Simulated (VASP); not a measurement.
Input of a VASP 6.6.1 run:

INCAR

```
PREC = Accurate
ENCUT = 520
EDIFF = 1E-7
ISMEAR = 0
SIGMA = 0.1
LREAL = F
LASPH = T
NELM = 100
ALGO = Fast
ISIF = 2
LWAVE = F
LCHARG = T
GGA = PE
LELF = T
LVHAR = T
NBANDS = 34
```

The input KPOINTS:

```
Automatic mesh
0
Gamma
  10 10 10
```

Contents of POSCAR:

```
Mn3NiB
1.0
    3.7649437198      0.0000000000      0.0000000000
    0.0000000000      3.7649437198      0.0000000000
    0.0000000000      0.0000000000      3.7649437198
Ni B Mn
1 1 3
Direct
    0.0000000000      0.0000000000      0.0000000000
    0.5000000000      0.5000000000      0.5000000000
    0.5000000000      0.5000000000      0.0000000000
    0.5000000000      0.0000000000      0.5000000000
    0.0000000000      0.5000000000      0.5000000000
```

Potentials or basis: VASP PAW PBE potentials, release 64 (Ni, B, Mn_pv).

The run is started by

```bash
$ cat potpaw_PBE.64/Ni/POTCAR potpaw_PBE.64/B/POTCAR potpaw_PBE.64/Mn_pv/POTCAR > POTCAR
$ mpirun -np 1 vasp_std > vasp.out
```

Q: Estimate the band gap on the k mesh.

A: Zero (band 26 reaches 9.02 eV, above the bottom of band 27 at 8.23 eV).

Q: Estimate the pressure.

A: 0.3 GPa.

Spin polarisation is off, so any magnetic state and its effect on volume and gap are missing.
